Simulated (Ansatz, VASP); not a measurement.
## Cs3Pt in VASP and in Ansatz

```
CELL_PARAMETERS angstrom
5.77765 0.00000 0.00000
0.00000 5.77765 0.00000
0.00000 0.00000 5.77765
ATOMIC_POSITIONS crystal
Pt 0.50000 0.50000 0.50000
Cs 0.50000 0.00000 0.00000
Cs 0.00000 0.50000 0.00000
Cs 0.00000 0.00000 0.50000
```

Alike in both runs: task single point; functional PBE; k mesh 5 × 5 × 5; occupations gaussian, width 0.05 eV; no spin polarisation.

|  | VASP | Ansatz |
| --- | --- | --- |
| version | VASP 6.6.1 | Ansatz 0.2.0 |
| potentials or method | VASP PAW PBE potentials, release 64 (Pt, Cs_sv) | Ansatz PAW |
| plane-wave cutoff (eV) | 520 | 420 |
| valence electrons in the cell | 37 | 45 |

```tsv
	VASP	Ansatz	Ansatz less VASP
gap on the k mesh at the Fermi level (eV)	none	none	-
pressure (GPa)	-0.2	-0.2	-0.03
```

A gap of «none» marks a metal or a gap that the smearing closes. VASP's potentials hold 37 valence electrons a cell and Ansatz's 45, so a difference there can come from the potentials and not from the codes.

Neither program's run includes spin-orbit coupling.
